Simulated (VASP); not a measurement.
Here is a VASP 6.6.1 calculation.

The input INCAR:

```
ALGO = Normal
EDIFF = 1E-6
ENCUT = 520
GGA = PE
GGA_COMPAT = False
ISIF = 2
ISMEAR = -1
ISYM = -1
LASPH = True
LCHARG = False
LMAXMIX = 6
LREAL = Auto
LWAVE = False
NBANDS = 186
NELECT = 322.0
NELM = 200
PREC = Accurate
SIGMA = 0.01
```

File KPOINTS:

```
explicit points
1
Reciprocal
  0.25000000   0.25000000   0.25000000 1
```

File POSCAR:

```
La16HO24
1.0
    7.8811453700     -0.0000000600      0.0000000000
   -3.9405726400      6.8252721300      0.0000000000
    0.0000000000      0.0000000000     12.3757188400
La O H
16 24 1
Direct
    0.3321465864      0.1614967138      0.3770124435
    0.1712604828      0.3389626034      0.1255760591
    0.3299290694      0.1713121466      0.8801714180
    0.1676497420      0.3316269252      0.6204476766
    0.3263696462      0.6677376276      0.3778436679
    0.1836310033      0.8407338054      0.1180249017
    0.3314573552      0.6564369793      0.8755737053
    0.1659479885      0.8388256030      0.6273096618
    0.8403629030      0.1762838210      0.3823199332
    0.6644844169      0.3367095108      0.1302801898
    0.8449867215      0.1706988423      0.8791461846
    0.6591681410      0.3322651458      0.6295171295
    0.8186448915      0.6577463819      0.3894484080
    0.6646058136      0.8317760716      0.1261116239
    0.8340711484      0.6668337853      0.8858801773
    0.6669373747      0.8337504984      0.6260645624
    0.3339577175      0.1627957097      0.1782252836
    0.1666965550      0.3361602243      0.3303095402
    0.0227605218      0.0486563752     -0.0088803730
    0.3352477309      0.1657947110      0.6853871771
    0.1646666370      0.3346030702      0.8096485650
    0.0228913046      0.0057008718      0.5078916289
    0.3391596475      0.6777016260      0.1842632359
    0.1357165142      0.8204935864      0.3148458728
    0.0302954199      0.4777649799     -0.0063499342
    0.3388046845      0.6685944433      0.6724234857
    0.1604584526      0.8310219580      0.8305634713
    0.0006294400      0.5062667003      0.4995994237
    0.8324137207      0.1579583978      0.1842457824
    0.6760639880      0.3345639554      0.3244352956
    0.5026486028     -0.0038391099      0.0075964880
    0.8294419572      0.1622801302      0.6706646383
    0.6701457405      0.3401203638      0.8302687814
    0.4702230410      0.0067576834      0.5010950136
    0.8497762173      0.6741839685      0.0928878568
    0.6671502555      0.8464191508      0.3585036197
    0.4626728444      0.4863973135     -0.0075060690
    0.8304274732      0.6653869565      0.6753038032
    0.6699170858      0.8338026575      0.8249166074
    0.4985289895      0.4791388486      0.5043046857
   -0.3971250208     -0.4288952833      0.2362503575
```

Potentials or basis: VASP PAW PBE potentials, release 64 (La, O, H).

The run is started by

```sh
$ cat potpaw_PBE.64/La/POTCAR potpaw_PBE.64/O/POTCAR potpaw_PBE.64/H/POTCAR > POTCAR
$ mpirun -np 1 vasp_std > vasp.out
```

Question: Estimate the largest force.

Answer: 0.413 eV/Å.

Forces on the atoms (eV/Å):
```
La   0.006 -0.004 -0.014
La   0.009  0.013 -0.001
La   0.009  0.006 -0.032
La  -0.002  0.004  0.033
La   0.022  0.015 -0.031
La  -0.005  0.001 -0.006
La   0.027  0.006 -0.004
La  -0.016 -0.009 -0.011
La  -0.004 -0.008 -0.004
La  -0.007  0.035  0.035
La   0.005 -0.001  0.026
La   0.007  0.022  0.003
La  -0.014 -0.013 -0.068
La   0.009  0.004  0.132
La  -0.012  0.008 -0.003
La   0.006 -0.001  0.033
O    0.002  0.003 -0.001
O    0.012  0.019  0.044
O    0.011  0.022 -0.020
O    0.009  0.002 -0.014
O   -0.001  0.022 -0.003
O   -0.038 -0.013  0.018
O   -0.047  0.004  0.020
O   -0.023  0.011  0.005
O    0.000  0.016  0.013
O    0.006  0.009  0.000
O    0.002  0.007  0.034
O   -0.023  0.031  0.030
O    0.022  0.044  0.014
O    0.027 -0.046  0.037
O    0.033 -0.002  0.003
O    0.006  0.014 -0.010
O    0.003  0.018  0.016
O    0.036 -0.039 -0.015
O    0.017  0.059  0.081
O    0.020  0.026 -0.287
O    0.012  0.013 -0.015
O    0.008  0.011  0.037
O    0.001  0.006 -0.020
O    0.007  0.067 -0.002
H   -0.143 -0.384 -0.052
```

Caveat: the cell carries a net charge on a neutralising background, which shifts energy and pressure.
